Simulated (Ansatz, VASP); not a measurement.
CO in VASP and in Ansatz

```xyz
2
Lattice="0.0000 1.9830 1.9830 1.9830 0.0000 1.9830 1.9830 1.9830 0.0000" Properties=species:S:1:pos:R:3 pbc="T T T"
C     0.0000    0.0000    0.0000
O     1.9830    1.9830    1.9830
```

Alike in both runs: task relaxation of cell and atoms; functional PBE; k mesh 12 × 12 × 12; occupations gaussian, width 0.02 eV; no spin polarisation.

```csv
,VASP,Ansatz
version,VASP 6.6.1,Ansatz 0.2.0
potentials or method,"VASP PAW PBE potentials, release 64 (C, O), cutoff 600 eV","scalar-relativistic, plane waves, PAW"
valence electrons in the cell,10,10
```

|  | VASP | Ansatz | Ansatz less VASP |
| --- | --- | --- | --- |
| gap on the k mesh at the Fermi level, each at its own relaxed structure (eV) | 0.27 | 0.28 | +0.004 |
| relaxed volume (Å³/atom) | 7.85 | 7.85 | +0.006 |
| relaxed length of the cell vector where the two differ most in proportion (Å) | 2.810 | 2.811 | +0.0007 |
